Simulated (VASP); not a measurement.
**ZnCd2Te2: single point with PBE**

ZnCd2Te2, a slab with vacuum:

```
CELL_PARAMETERS angstrom
4.67946 0.00000 0.00000
-2.33973 4.05253 0.00000
0.00000 0.00000 20.08073
ATOMIC_POSITIONS crystal
Te 0.00000 0.00000 0.19920
Te 0.33333 0.66667 0.40371
Cd 0.33333 0.66667 0.24676
Cd 0.66667 0.33333 0.42731
Zn 0.77778 0.55556 0.56855
```

```json
{"Program": "VASP 6.6.1", "Task": "single point", "Functional": "PBE", "Potentials or basis": "VASP PAW PBE potentials, release 64 (Te, Cd, Zn)", "Cutoff": "520 eV", "k mesh": "6 × 6 × 1", "Occupations": "gaussian, width 0.05 eV", "Spin": "no spin polarisation", "Dipole correction": "yes", "Further INCAR settings": "ALGO = Normal; EDIFF = 1e-06; NBANDS = 32"}
```

| Item | Value |
| --- | --- |
| Largest force | 0.432 eV/Å |
| Band gap on the k mesh | zero (filled and empty bands touch) |

Forces on the atoms (eV/Å):
```
Te   0.000  0.010  0.432
Te   0.000  0.060 -0.258
Cd   0.000 -0.002 -0.411
Cd   0.000 -0.017  0.227
Zn   0.000 -0.051  0.010
```

Levels at points of the mesh, in eV from the Fermi level:
| k point | band 21 | band 22 | band 23 | band 24 | band 25 | band 26 | band 27 | band 28 |
| --- | --- | --- | --- | --- | --- | --- | --- | --- |
| (0.00, 0.00, 0.00) | -1.86 | -1.34 | -0.34 | 0.00 | 0.00 | 1.36 | 1.85 | 3.29 |
| (0.50, 0.00, 0.00) | -2.74 | -2.32 | -0.88 | -0.72 | 0.52 | 1.06 | 1.54 | 2.50 |
| (0.00, 0.50, 0.00) | -2.97 | -1.98 | -0.88 | -0.69 | 0.26 | 0.82 | 2.10 | 2.63 |

Wall time 2.2 min on 1 thread of Intel(R) Xeon(R) 6975P-C (Granite Rapids), with other jobs on the host, peak memory 0.54 GiB.

Caveat: spin-orbit coupling is left out, which moves the levels of the heavy elements.
